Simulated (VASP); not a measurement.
A run of VASP 6.6.1 is set up as follows.

INCAR

```
PREC = Accurate
ENCUT = 910
EDIFF = 1E-6
ISMEAR = 0
SIGMA = 0.05
LREAL = F
LASPH = T
NELM = 120
ALGO = Normal
ISIF = 2
LWAVE = F
LCHARG = F
NBANDS = 26
GGA_COMPAT = F
```

File KPOINTS:

```
Automatic mesh
0
Gamma
  8 8 8
```

The input POSCAR:

```
C
1.0
   -2.4103983070      2.4405282858      2.4405282858
    2.4103983070     -2.3802683282      2.3802683282
    2.4103983070      2.3802683282     -2.3802683282
C
8
Direct
    0.3254710870      0.0000000000      0.0000000000
    0.6745289130      0.6745289130      0.6745289130
    0.0000000000      0.3254710870      0.0000000000
    0.0000000000      0.0000000000      0.3254710870
    0.0000000000      0.6745289130      0.0000000000
    0.3254710870      0.3254710870      0.3254710870
    0.6745289130      0.0000000000      0.0000000000
    0.0000000000      0.0000000000      0.6745289130
```

Potentials or basis: VASP PAW LDA potentials, release 64 (C_h).

Run with:

```console
$ cat potpaw_LDA.64/C_h/POTCAR > POTCAR
$ mpirun -np 1 vasp_std > vasp.out
```

(1) Estimate the pressure.

(2) Predict the band gap on the k mesh.

Answers

(1) 0.6 GPa.

(2) 2.83 eV (least direct gap 3.68 eV).

Caveat: the cell differs from its parent crystal (strain +0.0250 x Voigt [0, 0, 0, 1, 0, 0]); the cutoff is under 1.25 times the usual one of these potentials, so pressure, stress and relaxed cells hold a basis-set (Pulay) error.
